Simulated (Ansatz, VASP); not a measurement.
# TiH3 in VASP and in Ansatz

```xyz
4
Lattice="-1.4383 1.4383 2.7731 1.4383 -1.4383 2.7731 1.4383 1.4383 -2.7731" Properties=species:S:1:pos:R:3 pbc="T T T"
Ti    0.0000    0.0000    0.0000
H     0.0000    0.0000    2.7731
H     1.4383    0.0000    1.3866
H     0.0000    1.4383    1.3866
```

Alike in both runs: functional r2SCAN; k mesh 8 × 8 × 8; occupations gaussian, width 0.1 eV; no spin polarisation.

Ansatz relaxed the structure, and its values are those at the end. VASP's run is a single point on that final structure, the one shown.

```csv
,VASP,Ansatz
version,VASP 6.6.1,Ansatz 0.2.0
potentials or method,"VASP PAW PBE potentials, release 64 (Ti_sv, H), cutoff 520 eV","scalar-relativistic, plane waves, PAW"
valence electrons in the cell,15,15
```

|  | VASP | Ansatz | Ansatz less VASP |
| --- | --- | --- | --- |
| gap on the k mesh at the Fermi level (eV) | none | none | - |
| pressure (GPa) | 0.4 | -0.1 | -0.49 |

VASP's potentials were made for PBE, not for r2SCAN. A gap of «none» marks a metal or a gap that the smearing closes. The functional is the same, so the differences come from potentials, cutoffs and numerics.

The k mesh is coarse, so the values compare programs but aren't converged.
